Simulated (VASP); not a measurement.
Here is a VASP 6.6.1 calculation.

File INCAR:

```
ALGO     = Normal         # electronic algorithm
EDIFF    = 1E-6           # SCF threshold, eV
ENCUT    = 500            # plane-wave cutoff, eV
GGA      = CA             # functional
GGA_COMPAT= False        
ISIF     = 2              # what is computed and relaxed
ISMEAR   = 0              # smearing method
LASPH    = True           # aspherical terms in the spheres
LCHARG   = False          # write CHGCAR
LREAL    = False          # projectors in reciprocal space
LWAVE    = False          # write WAVECAR
NBANDS   = 22             # bands
NELM     = 120            # most SCF steps
PREC     = Accurate       # precision mode
SIGMA    = 0.1            # smearing width, eV
```

Contents of KPOINTS:

```
k-points
0
Gamma
  6 6 6
```

The input POSCAR:

```
InSb3
1.0
    4.8063670000      0.0000000000      0.0000000000
    0.0000000000      4.8063670000      0.0000000000
    0.0000000000      0.0000000000      4.8063670000
In Sb
1 3
Direct
    0.0000000000      0.0000000000      0.0000000000
    0.5000000000      0.0000000000      0.5000000000
    0.0000000000      0.5000000000      0.5000000000
    0.5000000000      0.5000000000      0.0000000000
```

Potentials or basis: VASP PAW LDA potentials, release 64 (In_d, Sb).

Run with:

```bash
$ cat potpaw_LDA.64/In_d/POTCAR potpaw_LDA.64/Sb/POTCAR > POTCAR
$ mpirun -np 1 vasp_std > vasp.out
```

**Question.** What does it give for the band gap on the k mesh?

**Answer.** Zero (band 14 reaches 11.11 eV, above the bottom of band 15 at 6.58 eV).

**Question.** What does it give for the pressure?

**Answer.** -3.8 GPa.

Caveat: spin-orbit coupling is left out, which moves the levels of the heavy elements.
